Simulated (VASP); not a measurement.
Here is a VASP 6.6.1 calculation.

File INCAR:

```
SYSTEM = Si2Ni
  PREC = Accurate
  ENCUT = 600
  EDIFF = 1E-6
  ISMEAR = -1
  SIGMA = 0.05
  LREAL = .FALSE.
  LASPH = .TRUE.
  NELM = 80
  ALGO = Normal
  ISIF = 3
  LWAVE = .FALSE.
  LCHARG = .FALSE.
  GGA = CA
  IBRION = 2
  NSW = 60
  EDIFFG = -0.005
```

Contents of KPOINTS:

```
regular mesh
0
G
  11 11 11
  0 0 0
```

File POSCAR:

```
Si2Ni
1.0
    0.0000000000      2.6586821493      2.6586821493
    2.6586821493      0.0000000000      2.6586821493
    2.6586821493      2.6586821493      0.0000000000
Ni Si
1 2
Direct
    0.0000000000      0.0000000000      0.0000000000
    0.2500000000      0.2500000000      0.2500000000
    0.7500000000      0.7500000000      0.7500000000
```

Potentials or basis: VASP PAW LDA potentials, release 64 (Ni, Si).

The run is started by

```bash
$ cat potpaw_LDA.64/Ni/POTCAR potpaw_LDA.64/Si/POTCAR > POTCAR
$ mpirun -np 1 vasp_std > vasp.out
```

Task: Predict the relaxed cell.

Result: a = 3.785 Å, b = 3.785 Å, c = 3.785 Å, α = 60.00°, β = 60.00°, γ = 60.00°.

Task: Estimate the band gap on the k mesh.

Result: Zero (band 9 reaches 12.55 eV, above the bottom of band 10 at 10.38 eV).

Final structure:
```
CELL_PARAMETERS angstrom
0.00000 2.67625 2.67625
2.67625 0.00000 2.67625
2.67625 2.67625 0.00000
ATOMIC_POSITIONS crystal
Ni 0.00000 0.00000 0.00000
Si 0.25000 0.25000 0.25000
Si 0.75000 0.75000 0.75000
```

Spin polarisation is off, so any magnetic state and its effect on volume and gap are missing.
